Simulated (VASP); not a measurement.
A run of VASP 6.6.1 is set up as follows.

INCAR

```
  ALGO = Normal
  EDIFF = 1E-6
  EDIFFG = -0.04
  ENCUT = 600
  GGA = PE
  IBRION = 2
  ISIF = 3
  ISMEAR = 0
  LASPH = T
  LCHARG = F
  LREAL = F
  LWAVE = F
  NELM = 60
  NSW = 90
  PREC = Accurate
  SIGMA = 0.1
```

The input KPOINTS:

```
k-points
0
Gamma
  6 6 6
```

POSCAR

```
Al2Cl
1.0
    0.0000000000      3.1348398400      3.1348398400
    3.1348398400      0.0000000000      3.1348398400
    3.1348398400      3.1348398400      0.0000000000
Al Cl
2 1
Direct
    0.2500000000      0.2500000000      0.2500000000
    0.7500000000      0.7500000000      0.7500000000
    0.5000000000      0.5000000000      0.5000000000
```

Potentials or basis: VASP PAW PBE potentials, release 64 (Al, Cl).

Run with:

```sh
$ cat potpaw_PBE.64/Al/POTCAR potpaw_PBE.64/Cl/POTCAR > POTCAR
$ mpirun -np 1 vasp_std > vasp.out
```

Q: What does it give for the space group after relaxing (to 0.05 Å)?

A: Fm-3m (No. 225).

Q: Predict the relaxed cell.

A: a = 4.919 Å, b = 4.919 Å, c = 4.919 Å, α = 60.00°, β = 60.00°, γ = 60.00°.

Q: Predict the relaxed volume.

A: 28.05 Å³/atom.

Step by step:
| step | energy change (eV) | largest force (eV/Å) | pressure (GPa) | volume (Å³) |
| --- | --- | --- | --- | --- |
| 1 | 0.0000 | 0.0000 | 11.28 | 61.61 |
| 2 | -0.5637 | 0.0000 | 2.76 | 75.43 |
| 3 | -0.6212 | 0.0000 | -0.76 | 87.08 |
| 4 | -0.6294 | 0.0000 | -0.11 | 84.16 |

Caveat: the volume moved by over 15 % at a fixed basis, so the end points are rough; an odd number of electrons without spin polarisation forces a metal; a magnetic or distorted state may lie lower.
